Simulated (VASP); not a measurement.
# InGa3As4 (P-43m) in VASP: single point with PBE

Aim: the single point of InGa3As4 with PBE.

Everything below comes from runs of VASP 6.6.1. Logs are shortened: lines on timing, memory, paths and dates and some standing lists are left out, and cuts for length are marked.

## Step 1: The cell of the first run

Symmetry: P-43m, No. 215, cubic system. Conventional cell: a = 5.858 Å, b = 5.858 Å, c = 5.858 Å, α = 90.00°, β = 90.00°, γ = 90.00°. Within 3.5 Å of In (site symmetry -43m) lie 4 As at 2.63 Å. Ga (site symmetry -42m) has 4 As at 2.51 Å within 3.3 Å. As (site symmetry 3m) has 3 Ga at 2.51 Å and 1 In at 2.63 Å within 3.3 Å.

## Step 2: Single point, PBE

POSCAR reads:

```
InGa3As4
1.0
    5.8577812134      0.0000000000      0.0000000000
    0.0000000000      5.8577812134      0.0000000000
    0.0000000000      0.0000000000      5.8577812134
In Ga As
1 3 4
Direct
    0.0000000000      0.0000000000      0.0000000000
    0.5000000000      0.0000000000      0.5000000000
    0.5000000000      0.5000000000      0.0000000000
    0.0000000000      0.5000000000      0.5000000000
    0.2593681375      0.7406318625      0.7406318625
    0.2593681375      0.2593681375      0.2593681375
    0.7406318625      0.7406318625      0.2593681375
    0.7406318625      0.2593681375      0.7406318625
```

INCAR.step1 reads:

```
PREC     = Accurate       # precision mode
ENCUT    = 520            # plane-wave cutoff, eV
EDIFF    = 1E-7           # SCF threshold, eV
ISMEAR   = 0              # smearing method
SIGMA    = 0.1            # smearing width, eV
LREAL    = F              # projectors in reciprocal space
LASPH    = T              # aspherical terms in the spheres
NELM     = 60             # most SCF steps
ALGO     = Normal         # electronic algorithm
ISIF     = 2              # what is computed and relaxed
LWAVE    = F              # write WAVECAR
LCHARG   = T              # write CHGCAR
GGA      = PE             # functional
NBANDS   = 46             # bands
```

KPOINTS.step1 reads:

```
Automatic mesh
0
Gamma
  6 6 6
```

INCAR.step2 reads:

```
PREC     = Accurate       # precision mode
ENCUT    = 520            # plane-wave cutoff, eV
EDIFF    = 1E-7           # SCF threshold, eV
ISMEAR   = -5             # smearing method
SIGMA    = 0.1            # smearing width, eV
LREAL    = F              # projectors in reciprocal space
LASPH    = T              # aspherical terms in the spheres
NELM     = 60             # most SCF steps
ALGO     = Normal         # electronic algorithm
ISIF     = 2              # what is computed and relaxed
LWAVE    = F              # write WAVECAR
LCHARG   = F              # write CHGCAR
GGA      = PE             # functional
LORBIT   = 11             # projections on sites
NBANDS   = 46             # bands
NEDOS    = 1001           # points of the DOS
ICHARG   = 11             # starting density
```

KPOINTS.step2 reads:

```
Automatic mesh
0
Gamma
  9 9 9
```

Potentials or basis: VASP PAW PBE potentials, release 64 (In_d, Ga_d, As).

Run with:

```console
> cat potpaw_PBE.64/In_d/POTCAR potpaw_PBE.64/Ga_d/POTCAR potpaw_PBE.64/As/POTCAR > POTCAR
> cp INCAR.step1 INCAR
> cp KPOINTS.step1 KPOINTS
> mpirun -np 1 vasp_std > vasp.out
> cp INCAR.step2 INCAR
> cp KPOINTS.step2 KPOINTS
> mpirun -np 1 vasp_std > vasp.out
```

OUTCAR:

```text
PREC = Accurate
   ENCUT = 520
   EDIFF = 1E-7
   ISMEAR = -5
   LREAL = F
   LASPH = T
   NELM = 60
   ISIF = 2
   GGA = PE
   LORBIT = 11
   ICHARG = 11

 ion  position               nearest neighbor table
   1  0.000  0.000  0.000-   5 2.63   6 2.63   7 2.63   8 2.63
   2  0.500  0.000  0.500-   5 2.51   6 2.51   7 2.51   8 2.51
   3  0.500  0.500  0.000-   5 2.51   6 2.51   7 2.51   8 2.51
   4  0.000  0.500  0.500-   5 2.51   6 2.51   7 2.51   8 2.51
   5  0.259  0.741  0.741-   2 2.51   3 2.51   4 2.51   1 2.63
   6  0.259  0.259  0.259-   2 2.51   3 2.51   4 2.51   1 2.63
   7  0.741  0.741  0.259-   2 2.51   3 2.51   4 2.51   1 2.63
   8  0.741  0.259  0.741-   2 2.51   3 2.51   4 2.51   1 2.63

  LATTYP: Found a simple cubic cell.
 ALAT       =     5.8577812134

  Lattice vectors:

 A1 = (   5.8577812134,   0.0000000000,   0.0000000000)
 A2 = (   0.0000000000,   5.8577812134,   0.0000000000)
 A3 = (   0.0000000000,   0.0000000000,   5.8577812134)

Analysis of symmetry for initial positions (statically):
=====================================================================
 Subroutine PRICEL returns:
 Original cell was already a primitive cell.

 Routine SETGRP: Setting up the symmetry group for a
 simple cubic supercell.

 Subroutine GETGRP returns: Found 24 space group operations
 (whereof 24 operations were pure point group operations)
 out of a pool of 48 trial point group operations.

The static configuration has the point symmetry T_d .

Analysis of symmetry for dynamics (positions and initial velocities):
=====================================================================
 Subroutine PRICEL returns:
 Original cell was already a primitive cell.

 Routine SETGRP: Setting up the symmetry group for a
 simple cubic supercell.

 Subroutine GETGRP returns: Found 24 space group operations
 (whereof 24 operations were pure point group operations)
 out of a pool of 48 trial point group operations.

The dynamic configuration has the point symmetry T_d .

 Subroutine INISYM returns: Found 24 space group operations
 (whereof 24 operations are pure point group operations),
 and found     1 'primitive' translations

----------------------------------------------------------------------------------------

                                     Primitive cell

  volume of cell :     201.0016

  direct lattice vectors                    reciprocal lattice vectors
     5.857781213  0.000000000  0.000000000     0.170713102  0.000000000  0.000000000
     0.000000000  5.857781213  0.000000000     0.000000000  0.170713102  0.000000000
     0.000000000  0.000000000  5.857781213     0.000000000  0.000000000  0.170713102

  length of vectors
     5.857781213  5.857781213  5.857781213     0.170713102  0.170713102  0.170713102

  position of ions in fractional coordinates (direct lattice)
     0.000000000  0.000000000  0.000000000
     0.500000000  0.000000000  0.500000000
     0.500000000  0.500000000  0.000000000
     0.000000000  0.500000000  0.500000000
     0.259368137  0.740631863  0.740631863
     0.259368137  0.259368137  0.259368137
     0.740631863  0.740631863  0.259368137
     0.740631863  0.259368137  0.740631863

  ion indices of the primitive-cell ions
   primitive index   ion index
                 1           1
                 2           2
                 3           3
                 4           4
                 5           5
                 6           6
                 7           7
                 8           8

----------------------------------------------------------------------------------------

 KPOINTS: Automatic mesh

Automatic generation of k-mesh.
 Grid dimensions read from file:
 generate k-points for:    9    9    9

 Generating k-lattice:

  Cartesian coordinates                     Fractional coordinates (reciprocal lattice)
     0.018968122  0.000000000  0.000000000     0.111111111  0.000000000  0.000000000
     0.000000000  0.018968122  0.000000000     0.000000000  0.111111111  0.000000000
     0.000000000  0.000000000  0.018968122     0.000000000  0.000000000  0.111111111

  Length of vectors
     0.018968122  0.018968122  0.018968122

  Shift w.r.t. Gamma in fractional coordinates (k-lattice)
     0.000000000  0.000000000  0.000000000

 TETIRR: Found    353 inequivalent tetrahedra from     4374

 Subroutine IBZKPT returns following result:
 ===========================================

 Found     35 irreducible k-points:

 Following reciprocal coordinates:
            Coordinates               Weight
  0.000000  0.000000  0.000000      1.000000
  0.111111  0.000000  0.000000      6.000000
  0.222222  0.000000  0.000000      6.000000
  0.333333  0.000000  0.000000      6.000000
  0.444444  0.000000  0.000000      6.000000
  0.111111  0.111111  0.000000     12.000000
[... 16 lines left out ...]
  0.333333  0.333333  0.111111     24.000000
  0.444444  0.333333  0.111111     48.000000
 [... further k-points ...]
   k-points           NKPTS =     35   k-points in BZ     NKDIM =     35   number of bands    NBANDS=     46
   number of dos      NEDOS =   1001   number of ions     NIONS =      8
   total plane-waves  NPLWV = 110592
   dimension x,y,z NGX =    48 NGY =   48 NGZ =   48
   dimension x,y,z NGXF=    96 NGYF=   96 NGZF=   96
   ions per type =               1   3   4
   NGX,Y,Z   is equivalent  to a cutoff of  13.62, 13.62, 13.62 a.u.
   NGXF,Y,Z  is equivalent  to a cutoff of  27.25, 27.25, 27.25 a.u.
 SYSTEM =  unknown system
   PREC   = accura    normal or accurate (medium, high low for compatibility)
   ISTART =      0    job   : 0-new  1-cont  2-samecut
   ICHARG =     11    charge: 1-file 2-atom 10-const
   ISPIN  =      1    spin polarized calculation?
   LNONCOLLINEAR =      F non collinear calculations
   LSORBIT =      F    spin-orbit coupling
   LASPH  =      T    aspherical Exc in radial PAW
   ENCUT  =  520.0 eV  38.22 Ry    6.18 a.u.  10.89 10.89 10.89*2*pi/ulx,y,z
   NELM   =     60;   NELMIN=  2; NELMDL=  0     # of ELM steps
   EDIFF  = 0.1E-06   stopping-criterion for ELM
   LREAL  =      F    real-space projection
   EDIFFG = 0.1E-05   stopping-criterion for IOM
   NSW    =      0    number of steps for IOM
   IBRION =     -1    ionic relax: 0-MD 1-quasi-New 2-CG
   NFREE  =      0    steps in history (QN), initial steepest desc. (CG)
   ISIF   =      2    stress and relaxation
   ISYM   =      2    0-nonsym 1-usesym 2-fastsym
   POTIM  = 0.5000    time-step for ionic-motion
   TEBEG  =    0.0;   TEEND  =   0.0 temperature during run
   PSTRESS=    0.0 pullay stress
   NELECT =      72.0000    total number of electrons
   NUPDOWN=      -1.0000    fix difference up-down
   EMIN   =  10.00;   EMAX   =-10.00  energy-range for DOS
   EFERMI =   0.00;   METHOD = LEGACY
   ISMEAR =    -5;   SIGMA  =   0.10  broadening in eV -4-tet -1-fermi 0-gaus
   EFERMI_NEDOS =   21; number of points for ismear=-14 and -15
   IALGO  =     38    algorithm
   IMIX   =      4    mixing-type and parameters
     AMIX     =   0.40;   BMIX     =  1.00
     AMIX_MAG =   1.60;   BMIX_MAG =  1.00
  volume/ion in A,a.u.               =      25.13       169.55
  Fermi-wavevector in a.u.,A,eV,Ry     =   1.162659  2.197108 18.392042  1.351777
  Thomas-Fermi vector in A             =   2.299218
   LORBIT       =     11    0 simple, 1 ext, 2 COOP (PROOUT), +10 PAW based schemes
   GGA     = PE    functional components
   LHFCALC =     F    Hartree Fock is set to
   AEXX    =    0.0000 exact exchange contribution
   IVDW    =     0    specifies the selected vdW correction
   LEPSILON=     F    determine dielectric tensor
   LRPA    =     F    only Hartree local field effects (RPA)
 non-spin polarized calculation
 Fermi weights with tetrahedron method with Bloechl corrections
  energy-cutoff  :      520.00
  volume of cell :      201.00
 maximum number of plane-waves:      5457
 NGX is ok and might be reduce to    48

 number of electron      71.9999957 magnetization

 Free energy of the ion-electron system (eV)
  ---------------------------------------------------
  ext. energy  EPLUGINS =         0.00000000
  ---------------------------------------------------
  free energy    TOTEN  =       -32.40661957 eV

  energy without entropy =      -32.40661957  energy(sigma->0) =      -32.40661957

 E-fermi :   3.6165     XC(G=0):  -9.2224

 val. band max:        3.6158852676   @ k =   0.0000   0.0000   0.0000
 cond. band min:       3.6158852679   @ k =   0.0000   0.0000   0.0000
 fundamental gap:      0.0000000004
 Fermi energy:         3.6165046453

 k-point     1 :       0.0000    0.0000    0.0000
  band No.  band energies     occupation
      1     -11.1905      2.00000
      2     -11.1905      2.00000
      3     -11.1905      2.00000
      4     -11.1167      2.00000
      5     -11.1167      2.00000
      6     -11.1167      2.00000
[... 38 lines left out ...]
     45       7.4002      0.00000
     46       7.4002      0.00000

 k-point     2 :       0.1111    0.0000    0.0000
  band No.  band energies     occupation
      1     -11.1896      2.00000
      2     -11.1896      2.00000
      3     -11.1889      2.00000
      4     -11.1189      2.00000
      5     -11.1163      2.00000
      6     -11.1163      2.00000
[... 1070 lines left out ...]
 k-point    24 :       0.4444    0.3333    0.1111
  band No.  band energies     occupation
      1     -11.1801      2.00000
      2     -11.1713      2.00000
      3     -11.1650      2.00000
      4     -11.1504      2.00000
      5     -11.1114      2.00000
      6     -11.1105      2.00000
[... 38 lines left out ...]
     45       8.7735      0.00000
     46       8.8796      0.00000

 [... further k-points ...]

------------------------ aborting loop because EDIFF is reached ----------------------------------------

  FORCE on cell =-STRESS in cart. coord.  units (eV):
  Direction    XX          YY          ZZ          XY          YZ          ZX
  --------------------------------------------------------------------------------------
  -------------------------------------------------------------------------------------
  Total        0.0177070      0.0177070      0.0177070      0.0000000      0.0000000     -0.0000000
  in kB        0.1411416      0.1411416      0.1411416      0.0000000      0.0000000     -0.0000000
  external PRESSURE =       0.1411416 kB  Pullay stress =       0.0000000 kB

 VOLUME and BASIS-vectors are now :
 -----------------------------------------------------------------------------
  energy-cutoff  :      520.00
  volume of cell :      201.00
      direct lattice vectors                 reciprocal lattice vectors
     5.857781213  0.000000000  0.000000000     0.170713102  0.000000000  0.000000000
     0.000000000  5.857781213  0.000000000     0.000000000  0.170713102  0.000000000
     0.000000000  0.000000000  5.857781213     0.000000000  0.000000000  0.170713102

 POSITION                                       TOTAL-FORCE (eV/Angst)
 -----------------------------------------------------------------------------------
      0.00000      0.00000      0.00000        -0.000000     -0.000000     -0.000000
      2.92889      0.00000      2.92889        -0.000000     -0.000000     -0.000000
      2.92889      2.92889      0.00000        -0.000000     -0.000000     -0.000000
      0.00000      2.92889      2.92889        -0.000000     -0.000000     -0.000000
      1.51932      4.33846      4.33846        -0.009575      0.009575      0.009575
      1.51932      1.51932      1.51932        -0.009575     -0.009575     -0.009575
      4.33846      4.33846      1.51932         0.009575      0.009575     -0.009575
      4.33846      1.51932      4.33846         0.009575     -0.009575      0.009575
 -----------------------------------------------------------------------------------
    total drift:                                0.000000      0.000000     -0.000000

  FREE ENERGIE OF THE ION-ELECTRON SYSTEM (eV)
  ---------------------------------------------------
  free  energy   TOTEN  =       -32.4066195659 eV

  energy  without entropy=      -32.4066195659  energy(sigma->0) =      -32.40661957

 total charge

# of ion       s       p       d       tot
------------------------------------------
    1        0.851   0.739   9.883  11.473
    2        0.885   0.726   9.983  11.594
    3        0.885   0.726   9.983  11.594
    4        0.885   0.726   9.983  11.594
    5        1.218   1.550   0.025   2.794
    6        1.218   1.550   0.025   2.794
    7        1.218   1.550   0.025   2.794
    8        1.218   1.550   0.025   2.794
--------------------------------------------------
tot          8.379   9.119  39.934  57.432
```

Run time: 7.7 min. Hardware: 1 thread of Intel Xeon 8259CL, shared host; peak memory 0.49 GiB.

What came out:

```
Valence electrons inside the program's atomic spheres : In 11.47; Ga 11.59; As 2.79
```

Levels at points of the mesh, in eV from the Fermi level:
```csv
k point,band 34,band 35,band 36,band 37,band 38,band 39
"(0.00, 0.00, 0.00)",-0.14,0.00,0.00,0.00,1.59,1.59
```

Caveat: spin-orbit coupling is left out, which moves the levels of the heavy elements.
